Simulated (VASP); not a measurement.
# Ca (I4/mmm) in VASP: further runs

Aim: see how the results for Ca move with the level of theory and the settings. Levels: r2SCAN+D3(BJ), r2SCAN+D4. Tasks: relaxation of cell and atoms.

All numbers are computed with VASP 6.6.1; they aren't measurements. Logs are shortened: lines on timing, memory, paths and dates and some standing lists are left out, and cuts for length are marked.

## 1. The cell of the first run

Symmetry: I4/mmm, No. 139, tetragonal system. The conventional cell has a = 4.410 Å, b = 4.410 Å, c = 4.392 Å, α = 90.00°, β = 90.00°, γ = 90.00°. Ca (site symmetry 4/mmm) has 14 Ca at 3.81 to 4.41 Å within 5.0 Å.

This isn't the form of Ca at room conditions, which is fcc.

## 2. Relaxation of cell and atoms, r2SCAN+D3(BJ)

Input file POSCAR:

```
Ca
1.0
   -2.2052049036      2.2052049036      2.1961148100
    2.2052049036     -2.2052049036      2.1961148100
    2.2052049036      2.2052049036     -2.1961148100
Ca
1
Direct
    0.5000000000      0.5000000000      0.0000000000
```

Input file INCAR.step1:

```
SYSTEM = Ca
PREC = Accurate
ENCUT = 600
ISMEAR = -1
SIGMA = 0.05
LREAL = .FALSE.
LASPH = .TRUE.
NELM = 60
GGA = PE
ALGO = Normal
EDIFF = 1E-4
LWAVE = .TRUE.
LCHARG = .FALSE.
```

Input file INCAR.step2:

```
SYSTEM = Ca
PREC = Accurate
ENCUT = 600
EDIFF = 1E-6
ISMEAR = -1
SIGMA = 0.05
LREAL = .FALSE.
LASPH = .TRUE.
NELM = 60
ALGO = Normal
ISIF = 3
LWAVE = .FALSE.
LCHARG = .FALSE.
METAGGA = R2SCAN
LMIXTAU = .TRUE.
IVDW = 12
VDW_S6 = 1.0
VDW_S8 = 0.78981345
VDW_A1 = 0.49484001
VDW_A2 = 5.73083694
IBRION = 2
NSW = 60
EDIFFG = -0.01
ISTART = 1
```

Input file KPOINTS:

```
Automatic mesh
0
G
  9 9 9
  0 0 0
```

Potentials or basis: VASP PAW PBE potentials, release 64 (Ca_sv).

On the command line:

```
$ cat potpaw_PBE.64/Ca_sv/POTCAR > POTCAR
$ cp INCAR.step1 INCAR
$ mpirun -np 1 vasp_std > vasp.out
$ cp INCAR.step2 INCAR
$ mpirun -np 1 vasp_std > vasp.out
```

OUTCAR:

```text
SYSTEM = Ca
   PREC = Accurate
   ENCUT = 600
   EDIFF = 1E-6
   ISMEAR = -1
   LREAL = .FALSE.
   LASPH = .TRUE.
   NELM = 60
   ISIF = 3
   METAGGA = R2SCAN
   IVDW = 12
   IBRION = 2
   NSW = 60
   EDIFFG = -0.01
   ISTART = 1
 IVDW          = 12

 ion  position               nearest neighbor table
   1  0.500  0.500  0.000-

  LATTYP: Found a body centered tetragonal cell.
 ALAT       =     4.4104098072
 C/A-ratio  =     0.9958778916

  Lattice vectors:

 A1 = (  -2.2052049036,   2.2052049036,   2.1961148100)
 A2 = (   2.2052049036,  -2.2052049036,   2.1961148100)
 A3 = (   2.2052049036,   2.2052049036,  -2.1961148100)

Analysis of symmetry for initial positions (statically):
=====================================================================
 Subroutine PRICEL returns:
 Original cell was already a primitive cell.

 Routine SETGRP: Setting up the symmetry group for a
 body centered tetragonal supercell.

 Subroutine GETGRP returns: Found 16 space group operations
 (whereof 16 operations were pure point group operations)
 out of a pool of 16 trial point group operations.

The static configuration has the point symmetry D_4h.

Analysis of symmetry for dynamics (positions and initial velocities):
=====================================================================
 Subroutine PRICEL returns:
 Original cell was already a primitive cell.

 Routine SETGRP: Setting up the symmetry group for a
 body centered tetragonal supercell.

 Subroutine GETGRP returns: Found 16 space group operations
 (whereof 16 operations were pure point group operations)
 out of a pool of 16 trial point group operations.

The dynamic configuration has the point symmetry D_4h.

 Subroutine INISYM returns: Found 16 space group operations
 (whereof 16 operations are pure point group operations),
 and found     1 'primitive' translations

----------------------------------------------------------------------------------------

                                     Primitive cell

  volume of cell :      42.7182

  direct lattice vectors                    reciprocal lattice vectors
    -2.205204904  2.205204904  2.196114810     0.000000000  0.226736300  0.227674800
     2.205204904 -2.205204904  2.196114810     0.226736300  0.000000000  0.227674800
     2.205204904  2.205204904 -2.196114810     0.226736300  0.226736300  0.000000000
[... 144 lines left out ...]
  external pressure =       -0.77 kB  Pullay stress =        0.00 kB

 VOLUME and BASIS-vectors are now :
 -----------------------------------------------------------------------------
  energy-cutoff  :      600.00
  volume of cell :       42.72
      direct lattice vectors                 reciprocal lattice vectors
    -2.205204904  2.205204904  2.196114810     0.000000000  0.226736300  0.227674800
     2.205204904 -2.205204904  2.196114810     0.226736300  0.000000000  0.227674800
     2.205204904  2.205204904 -2.196114810     0.226736300  0.226736300  0.000000000

 POSITION                                       TOTAL-FORCE (eV/Angst)
 -----------------------------------------------------------------------------------
      0.00000      0.00000      2.19611         0.000000     -0.000000     -0.000000
 -----------------------------------------------------------------------------------
    total drift:                                0.000000     -0.000000      0.000000

  FREE ENERGIE OF THE ION-ELECTRON SYSTEM (eV)
  ---------------------------------------------------
  free  energy   TOTEN  =        -7.1283478743 eV

  energy  without entropy=       -7.1162877790  energy(sigma->0) =       -7.12231783

--------------------------------------- Ionic step        2  -------------------------------------------

 number of electron      10.0000001 magnetization

 Free energy of the ion-electron system (eV)
  ---------------------------------------------------
  ext. energy  EPLUGINS =         0.00000000
  ---------------------------------------------------
  free energy    TOTEN  =        -7.02222828 eV

  energy without entropy =       -7.01010993  energy(sigma->0) =       -7.01616911

 E-fermi :   2.0214     XC(G=0):  -8.1886

 val. band max:        1.9614024293   @ k =   0.2222   0.2222   0.2222
 cond. band min:       2.0340611306   @ k =  -0.4444  -0.4444   0.2222
 fundamental gap:      0.0726587012
 Fermi energy:         2.0214133450

 k-point     1 :       0.0000    0.0000    0.0000
  band No.  band energies     occupation
      1     -41.8489      2.00000
      2     -21.8763      2.00000
      3     -21.8758      2.00000
      4     -21.8758      2.00000
      5      -2.3054      2.00000
      6       4.6467      0.00000
      7       4.6652      0.00000
      8       4.6652      0.00000
      9       5.7320      0.00000
[... 265 lines left out ...]
 k-point    24 :       0.4444    0.4444   -0.0000
  band No.  band energies     occupation
      1     -41.8334      2.00000
      2     -22.0132      2.00000
      3     -21.9285      2.00000
      4     -21.8818      2.00000
      5       1.3084      2.00000
      6       1.8842      1.87920
      7       3.5377      0.00000
      8       5.5898      0.00000
      9       6.0414      0.00000

 [... further k-points ...]

------------------------ aborting loop because EDIFF is reached ----------------------------------------

 Edisp (eV)   -0.10616

 E8    (eV) :    -0.0430

  FORCE on cell =-STRESS in cart. coord.  units (eV):
  Direction    XX          YY          ZZ          XY          YZ          ZX
  --------------------------------------------------------------------------------------
  -------------------------------------------------------------------------------------
  Total      -0.00419    -0.00419     0.00034     0.00000     0.00000     0.00000
  in kB      -0.15756    -0.15756     0.01276     0.00000     0.00000     0.00000
  external pressure =       -0.10 kB  Pullay stress =        0.00 kB

 VOLUME and BASIS-vectors are now :
 -----------------------------------------------------------------------------
  energy-cutoff  :      600.00
  volume of cell :       42.59
      direct lattice vectors                 reciprocal lattice vectors
    -2.202831199  2.202831199  2.194281168     0.000000000  0.226980624  0.227865055
     2.202831199 -2.202831199  2.194281168     0.226980624  0.000000000  0.227865055
     2.202831199  2.202831199 -2.194281168     0.226980624  0.226980624  0.000000000

 POSITION                                       TOTAL-FORCE (eV/Angst)
 -----------------------------------------------------------------------------------
      0.00000      0.00000      2.19428         0.000000     -0.000000      0.000000
 -----------------------------------------------------------------------------------
    total drift:                                0.000000     -0.000000      0.000000

  FREE ENERGIE OF THE ION-ELECTRON SYSTEM (eV)
  ---------------------------------------------------
  free  energy   TOTEN  =        -7.1283880167 eV

  energy  without entropy=       -7.1162696679  energy(sigma->0) =       -7.12232884

 reached required accuracy - stopping structural energy minimisation
```

Run time: 3.7 min. Hardware: 1 thread of Intel Xeon Platinum 8375C at 2.90GHz (Ice Lake), shared host; peak memory 0.2 GiB.

Results:

* Free energy: -7.1284 eV
* Relaxed volume: 42.59 Å³/atom
* Relaxed cell: a = 3.810 Å, b = 3.810 Å, c = 3.810 Å, α = 109.37°, β = 109.37°, γ = 109.68°
* Space group after relaxing (to 0.1 Å): Im-3m (No. 229)
* Energy gained by relaxing: 0.0 meV/atom
* Ionic steps: 2
* Pressure after relaxing: 0.0 GPa
* Band gap on the k mesh: zero (bands 5 and 6 overlap by 0.30 eV)
* Dispersion energy per atom: -0.106 eV

Final structure:
```
CELL_PARAMETERS angstrom
-2.20283 2.20283 2.19428
2.20283 -2.20283 2.19428
2.20283 2.20283 -2.19428
ATOMIC_POSITIONS crystal
Ca 0.50000 0.50000 0.00000
```

Levels at points of the mesh, in eV from the Fermi level:
| k point | band 3 | band 4 | band 5 | band 6 | band 7 | band 8 |
| --- | --- | --- | --- | --- | --- | --- |
| (0.00, 0.00, 0.00) | -23.90 | -23.90 | -4.33 | 2.63 | 2.64 | 2.64 |

Caveat: the PAW data sets were made with another functional, which shifts forces and pressure a little.

(Continued in part 2 of 2.)

The gap in the log of VASP goes by the Fermi energy; the results here count the filled bands.